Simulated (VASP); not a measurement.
# AgCl (Immm) in VASP: notebook, part 2 of 2

VASP 6.6.1. Earlier steps stand in the parts before.

**3. Single point, PBE (strain +0.0450 x Voigt [0, 0, 0, 0, 1, 0])**

File INCAR:

```
PREC = Accurate ; ENCUT = 520
EDIFF = 1E-6 ; ISMEAR = 0
SIGMA = 0.05 ; LREAL = F
LASPH = T ; NELM = 60
ALGO = Normal ; ISIF = 2
LWAVE = F ; LCHARG = T
GGA = PE ; LELF = T
LVHAR = T ; NBANDS = 16
```

File KPOINTS:

```
Automatic mesh
0
Gamma
  8 8 8
```

File POSCAR:

```
AgCl
1.0
    0.0623958750      2.7731500000      2.7731500000
    2.8355458750      0.0000000000      2.8355458750
    2.7731500000      2.7731500000      0.0623958750
Ag Cl
1 1
Direct
    0.5000000000      0.5000000000      0.5000000000
    0.0000000000      0.0000000000      0.0000000000
```

Potentials or basis: VASP PAW PBE potentials, release 64 (Ag, Cl).

Started as:

```bash
cat potpaw_PBE.64/Ag/POTCAR potpaw_PBE.64/Cl/POTCAR > POTCAR
mpirun -np 1 vasp_std > vasp.out
```

OUTCAR:

```text
PREC = Accurate
   ENCUT = 520
   EDIFF = 1E-6
   ISMEAR = 0
   LREAL = F
   LASPH = T
   NELM = 60
   ISIF = 2
   GGA = PE

 ion  position               nearest neighbor table
   1  0.500  0.500  0.500-   2 2.77   2 2.77   2 2.77   2 2.77   2 2.77   2 2.77
   2  0.000  0.000  0.000-   1 2.77   1 2.77   1 2.77   1 2.77   1 2.77   1 2.77

  LATTYP: Found a body centered orthorhombic cell.
 ALAT       =     3.8335852478
 B/A-ratio  =     1.0460358056
 C/A-ratio  =     1.4467657927

  Lattice vectors:

 A1 = (   0.0623958750,  -2.7731500000,   2.7731500000)
 A2 = (  -0.0623958750,  -2.7731500000,  -2.7731500000)
 A3 = (   2.7731500000,   2.7731500000,   0.0623958750)

Analysis of symmetry for initial positions (statically):
=====================================================================
 Subroutine PRICEL returns:
 Original cell was already a primitive cell.

 Routine SETGRP: Setting up the symmetry group for a
 body centered orthorhombic supercell.

 Subroutine GETGRP returns: Found  8 space group operations
 (whereof  8 operations were pure point group operations)
 out of a pool of  8 trial point group operations.

The static configuration has the point symmetry D_2h.

Analysis of symmetry for dynamics (positions and initial velocities):
=====================================================================
 Subroutine PRICEL returns:
 Original cell was already a primitive cell.

 Routine SETGRP: Setting up the symmetry group for a
 body centered orthorhombic supercell.

 Subroutine GETGRP returns: Found  8 space group operations
 (whereof  8 operations were pure point group operations)
 out of a pool of  8 trial point group operations.

The dynamic configuration has the point symmetry D_2h.

 Subroutine INISYM returns: Found  8 space group operations
 (whereof  8 operations are pure point group operations),
[... 106 lines left out ...]
   PSTRESS=    0.0 pullay stress
   NELECT =      18.0000    total number of electrons
   NUPDOWN=      -1.0000    fix difference up-down
   EMIN   =  10.00;   EMAX   =-10.00  energy-range for DOS
   EFERMI =   0.00;   METHOD = LEGACY
   ISMEAR =     0;   SIGMA  =   0.05  broadening in eV -4-tet -1-fermi 0-gaus
   EFERMI_NEDOS =   21; number of points for ismear=-14 and -15
   IALGO  =     38    algorithm
   IMIX   =      4    mixing-type and parameters
     AMIX     =   0.40;   BMIX     =  1.00
     AMIX_MAG =   1.60;   BMIX_MAG =  1.00
  volume/ion in A,a.u.               =      21.32       143.85
  Fermi-wavevector in a.u.,A,eV,Ry     =   1.228162  2.320889 20.522777  1.508382
  Thomas-Fermi vector in A             =   2.363098
   LORBIT       =      0    0 simple, 1 ext, 2 COOP (PROOUT), +10 PAW based schemes
   GGA     = PE    functional components
   LHFCALC =     F    Hartree Fock is set to
   AEXX    =    0.0000 exact exchange contribution
   IVDW    =     0    specifies the selected vdW correction
   LEPSILON=     F    determine dielectric tensor
   LRPA    =     F    only Hartree local field effects (RPA)
 non-spin polarized calculation
 Gauss-broadening in eV      SIGMA  =   0.05
  energy-cutoff  :      520.00
  volume of cell :       42.63
 maximum number of plane-waves:      1163
 NGX is ok and might be reduce to    30
   NGX = 15   NGY = 15   NGZ = 15

 number of electron      18.0000000 magnetization

 Free energy of the ion-electron system (eV)
  ---------------------------------------------------
  ext. energy  EPLUGINS =         0.00000000
  ---------------------------------------------------
  free energy    TOTEN  =        -5.39276394 eV

  energy without entropy =       -5.39276394  energy(sigma->0) =       -5.39276394

 E-fermi :   4.1079     XC(G=0):  -9.9692

 val. band max:        3.8592743475   @ k =   0.5000   0.0000  -0.0000
 cond. band min:       4.7250927291   @ k =   0.0000   0.0000   0.0000
 fundamental gap:      0.8658183816
 Fermi energy:         4.1078987142

 k-point     1 :       0.0000    0.0000    0.0000
  band No.  band energies     occupation
      1     -11.3258      2.00000
      2       1.3467      2.00000
      3       1.3607      2.00000
      4       1.4069      2.00000
      5       1.4146      2.00000
      6       1.4247      2.00000
[... 433 lines left out ...]
      3       0.3219      2.00000
      4       0.4517      2.00000
      5       1.3376      2.00000
      6       1.7009      2.00000
[... 8 lines left out ...]
     15      18.3799      0.00000
     16      19.4289      0.00000

 [... further k-points ...]
[... 5 lines left out ...]
  --------------------------------------------------------------------------------------
  -------------------------------------------------------------------------------------
  Total        0.3896661      0.3834838      0.3896661     -0.0000000      0.0000000     -0.0648938
  in kB       14.6444477     14.4121070     14.6444477     -0.0000000      0.0000000     -2.4388412
  external PRESSURE =      14.5670008 kB  Pullay stress =       0.0000000 kB

 VOLUME and BASIS-vectors are now :
 -----------------------------------------------------------------------------
  energy-cutoff  :      520.00
  volume of cell :       42.63
      direct lattice vectors                 reciprocal lattice vectors
     0.062395875  2.773150000  2.773150000    -0.184450517  0.180300380  0.184450517
     2.835545875  0.000000000  2.835545875     0.176332890 -0.180300380  0.176332890
     2.773150000  2.773150000  0.062395875     0.184450517  0.180300380 -0.184450517

 POSITION                                       TOTAL-FORCE (eV/Angst)
 -----------------------------------------------------------------------------------
      2.83555      2.77315      2.83555        -0.000000     -0.000000     -0.000000
      0.00000      0.00000      0.00000         0.000000      0.000000      0.000000
 -----------------------------------------------------------------------------------
    total drift:                                0.000000      0.000000      0.000000

  FREE ENERGIE OF THE ION-ELECTRON SYSTEM (eV)
  ---------------------------------------------------
  free  energy   TOTEN  =        -5.3927639370 eV

  energy  without entropy=       -5.3927639370  energy(sigma->0) =       -5.39276394
```

OSZICAR:

```text
N       E                     dE             d eps       ncg     rms          rms(c)
DAV:   1     0.908886682223E+02    0.90889E+02   -0.86178E+03  3040   0.101E+03
DAV:   2    -0.260714430088E+01   -0.93496E+02   -0.85653E+02  3832   0.214E+02
DAV:   3    -0.556222959111E+01   -0.29551E+01   -0.29479E+01  3752   0.389E+01
DAV:   4    -0.557697691360E+01   -0.14747E-01   -0.14746E-01  3952   0.317E+00
DAV:   5    -0.557714238200E+01   -0.16547E-03   -0.16547E-03  3696   0.335E-01    0.616E+00
DAV:   6    -0.539734966098E+01    0.17979E+00   -0.24746E-01  3880   0.645E+00    0.399E+00
DAV:   7    -0.539333346887E+01    0.40162E-02   -0.96466E-02  3736   0.207E+00    0.197E+00
DAV:   8    -0.539262146126E+01    0.71201E-03   -0.46888E-03  3624   0.705E-01    0.303E-01
DAV:   9    -0.539269520414E+01   -0.73743E-04   -0.49916E-04  3920   0.278E-01    0.388E-02
DAV:  10    -0.539275998422E+01   -0.64780E-04   -0.92203E-05  3704   0.853E-02    0.304E-02
DAV:  11    -0.539276382437E+01   -0.38402E-05   -0.45749E-06  3896   0.151E-02    0.357E-03
DAV:  12    -0.539276393701E+01   -0.11263E-06   -0.51299E-07  2344   0.564E-03
   1 F= -.53927639E+01 E0= -.53927639E+01  d E =-.201665E-14
```

stdout:

```text
POSCAR found type information on POSCAR AgCl
 POSCAR found :  2 types and       2 ions
 scaLAPACK will be used
 LDA part: xc-table for (Slater+PW92), standard interpolation
 POSCAR, INCAR and KPOINTS ok, starting setup
 FFT: planning ... GRIDC
 FFT: planning ... GRID_SOFT
 FFT: planning ... GRID
 WAVECAR not read
 entering main loop
```

Run time: 72 s. Hardware: 1 thread of Intel Xeon Platinum 8259CL at 2.50GHz (Skylake/Cascade Lake), shared host; peak memory 0.21 GiB.

Results:

```
Free energy            : -5.3928 eV
Pressure               : 1.5 GPa
Band gap on the k mesh : 0.87 eV, indirect (least direct gap 3.12 eV)
```

Caveat: the cell differs from its parent crystal (strain +0.0450 x Voigt [0, 0, 0, 0, 1, 0]).
